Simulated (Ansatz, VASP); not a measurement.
# One calculation of SrAg3, two programs

```xyz
4
Lattice="4.5091 0.0000 0.0000 0.0000 4.5091 0.0000 0.0000 0.0000 4.5091" Properties=species:S:1:pos:R:3 pbc="T T T"
Sr    0.0000    0.0000    0.0000
Ag    0.0000    2.2545    2.2545
Ag    2.2545    2.2545    0.0000
Ag    2.2545    0.0000    2.2545
```

Alike in both runs: task single point; functional PBE; k mesh 8 × 8 × 8; occupations gaussian, width 0.05 eV; no spin polarisation.

|  | VASP | Ansatz |
| --- | --- | --- |
| version | VASP 6.6.1 | Ansatz 0.2.0 |
| potentials or method | VASP PAW PBE potentials, release 64 (Sr_sv, Ag), cutoff 520 eV | scalar-relativistic, plane waves, PAW |
| valence electrons in the cell | 43 | 67 |

Ansatz gave:

```
gap on the k mesh at the Fermi level (eV) : none
pressure (GPa)                            : 1.9
```

Q: Estimate VASP's values.

A: gap on the k mesh at the Fermi level (eV): none; pressure (GPa): 2.0.

A gap of «none» marks a metal or a gap that the smearing closes. VASP's potentials hold 43 valence electrons a cell and Ansatz's 67, so a difference there can come from the potentials and not from the codes.
